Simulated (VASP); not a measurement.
Write the native input for VASP 6.6.1 that does the following.

* Task: single point
* Functional: PBE
* Potentials or basis: VASP PAW PBE potentials, release 64 (Si, Ni)
* Cutoff: 520 eV
* k mesh: 14 × 14 × 14
* Occupations: gaussian, width 0.15 eV
* Spin: no spin polarisation
* Dipole correction: no
* Further INCAR settings: ALGO = Fast; EDIFF = 1e-06; NBANDS = 25

The structure of SiNi3 lies in POSCAR:

```
SiNi3
1.0
    3.5062596291      0.0000000000      0.0920393153
    0.0000000000      3.5062596291      0.0000000000
    0.0920393153      0.0000000000      3.5062596291
Si Ni
1 3
Direct
    0.0000000000      0.0000000000      0.0000000000
    0.0000000000      0.5000000000      0.5000000000
    0.5000000000      0.0000000000      0.5000000000
    0.5000000000      0.5000000000      0.0000000000
```

This cell differs from its parent crystal: strain +0.0525 x Voigt [0, 0, 0, 0, 1, 0].

These files were run (other wordings do the same):

INCAR

```
SYSTEM = SiNi3
PREC = Accurate ; ENCUT = 520
EDIFF = 1E-6 ; ISMEAR = 0
SIGMA = 0.15 ; LREAL = .FALSE.
LASPH = .TRUE. ; NELM = 100
ALGO = Fast ; ISIF = 2
LWAVE = .FALSE. ; LCHARG = .TRUE.
GGA = PE ; LELF = .TRUE.
LVHAR = .TRUE. ; NBANDS = 25
```

KPOINTS

```
Automatic mesh
0
G
  14 14 14
  0 0 0
```

Potentials or basis: VASP PAW PBE potentials, release 64 (Si, Ni).

The run is started by

```console
$ cat potpaw_PBE.64/Si/POTCAR potpaw_PBE.64/Ni/POTCAR > POTCAR
$ mpirun -np 1 vasp_std > vasp.out
```

Results of the run:

The pressure is 0.5 GPa and the band gap on the k mesh is zero (bands 17 and 18 overlap by 0.28 eV).

Caveat: the cell differs from its parent crystal (strain +0.0525 x Voigt [0, 0, 0, 0, 1, 0]).

It took 14 min on 1 thread of Intel Xeon 8259CL, with other jobs on the host, peak memory 0.48 GiB.
